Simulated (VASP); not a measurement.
MgBe2SeO2:

```
Mg Be Se O
1.0
     2.43203   -7.80956    0.00000
     2.43203    7.80956    0.00000
     0.00000    0.00000    2.48702
Mg Be Se O
1 2 1 2
Direct
  0.50000 0.50000 0.50000
  0.50000 0.00000 0.50000
  0.00000 0.50000 0.50000
  0.00000 0.00000 0.00000
  0.74653 0.25347 0.00000
  0.25347 0.74653 0.00000
```

The cell was generated, and may not be a known phase.

| Property | Result |
| --- | --- |
| Program | VASP 6.6.1 |
| Task | relaxation of cell and atoms |
| Functional | PBE |
| Potentials or basis | VASP PAW PBE potentials, release 64 (Mg, Be, Se, O) |
| Cutoff | 600 eV |
| k mesh | 8 × 8 × 16 |
| Occupations | gaussian, width 0.1 eV |
| Spin | no spin polarisation |

At the start: pressure 0.8 GPa; volume 15.75 Å³/atom.

Q: How do energy, volume and symmetry change on relaxing?

A: Over 29 steps the energy falls by 10.6 meV/atom and the volume is 15.24 Å³/atom (-3.2 %); space group Cmmm (No. 65, to 0.1 Å) before and after.

The path:
```tsv
step	energy change (eV)	largest force (eV/Å)	pressure (GPa)	volume (Å³)
1	0.0000	0.0520	0.80	94.47
2	-0.0529	0.1072	-0.48	95.50
3	-0.0557	0.1001	-0.24	95.33
4	-0.0557	0.0994	-0.21	95.32
5	-0.0567	0.0922	0.13	95.04
6	-0.0569	0.0887	0.26	94.92
7	-0.0577	0.0792	0.19	94.96
8	-0.0595	0.0490	0.00	95.08
9	-0.0598	0.0197	-0.41	95.31
10	-0.0603	0.0093	-0.20	95.21
11	-0.0605	0.0053	0.02	94.93
12	-0.0606	0.0015	-0.06	95.00
13	-0.0607	0.0026	-0.01	94.85
14	-0.0610	0.0047	0.12	94.38
15	-0.0612	0.0091	0.32	93.45
16	-0.0612	0.0097	0.32	93.43
17	-0.0613	0.0105	0.32	93.36
18	-0.0614	0.0121	0.31	93.22
19	-0.0617	0.0153	0.29	92.95
20	-0.0621	0.0214	0.20	92.40
21	-0.0624	0.0339	0.11	91.30
22	-0.0626	0.0348	0.05	91.38
23	-0.0628	0.0378	-0.12	91.59
24	-0.0629	0.0338	-0.09	91.56
25	-0.0632	0.0222	-0.01	91.49
26	-0.0632	0.0013	0.16	91.34
27	-0.0632	0.0119	0.07	91.41
28	-0.0634	0.0042	0.02	91.42
29	-0.0634	0.0005	-0.01	91.43
```

Final structure:
```cif
data_structure
_symmetry_space_group_name_H-M 'P 1'
_symmetry_Int_Tables_number 1
_cell_length_a 7.8863
_cell_length_b 7.8863
_cell_length_c 2.5429
_cell_angle_alpha 90.000
_cell_angle_beta 90.000
_cell_angle_gamma 144.681
_cell_volume 91.43
loop_
_atom_site_label
_atom_site_type_symbol
_atom_site_fract_x
_atom_site_fract_y
_atom_site_fract_z
_atom_site_occupancy
Mg1 Mg 0.50000 0.50000 0.50000 1
Be1 Be 0.50000 0.00000 0.50000 1
Be2 Be 0.00000 0.50000 0.50000 1
Se1 Se 0.00000 0.00000 0.00000 1
O1 O 0.74183 0.25817 0.00000 1
O2 O 0.25817 0.74183 0.00000 1
```
